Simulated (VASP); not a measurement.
Here is a VASP 6.6.1 calculation.

File INCAR:

```
  PREC = Accurate
  ENCUT = 520
  EDIFF = 1E-7
  ISMEAR = 1
  SIGMA = 0.2
  LREAL = False
  LASPH = True
  NELM = 60
  ALGO = Normal
  ISIF = 2
  LWAVE = False
  LCHARG = False
  GGA = PS
  NBANDS = 35
```

The input KPOINTS:

```
regular mesh
0
Gamma
  12 12 4
```

POSCAR

```
MoS2
1.0
    3.2167113047      0.0000000000      0.0000000000
   -1.6083556524      2.7857537065      0.0000000000
    0.0000000000      0.0000000000     11.1269260740
Mo S
2 4
Direct
    0.3333333333      0.6666666667      0.2500000000
    0.6666666667      0.3333333333      0.7500000000
    0.3333333333      0.6666666667      0.6259932117
    0.6666666667      0.3333333333      0.1259932117
    0.3333333333      0.6666666667      0.8740067883
    0.6666666667      0.3333333333      0.3740067883
```

Potentials or basis: VASP PAW PBE potentials, release 64 (Mo_sv, S).

Launch:

```bash
$ cat potpaw_PBE.64/Mo_sv/POTCAR potpaw_PBE.64/S/POTCAR > POTCAR
$ mpirun -np 1 vasp_std > vasp.out
```

(1) Estimate the largest force.

(2) What does it give for the pressure?

(3) Predict the band gap on the k mesh.

Results:

(1) 3.254 eV/Å.

(2) 15.2 GPa.

(3) zero (bands 26 and 27 overlap by 0.74 eV).

Caveat: the stress differs along the axes, from 6 to 33 GPa; the PAW data sets were made with another functional, which shifts forces and pressure a little.
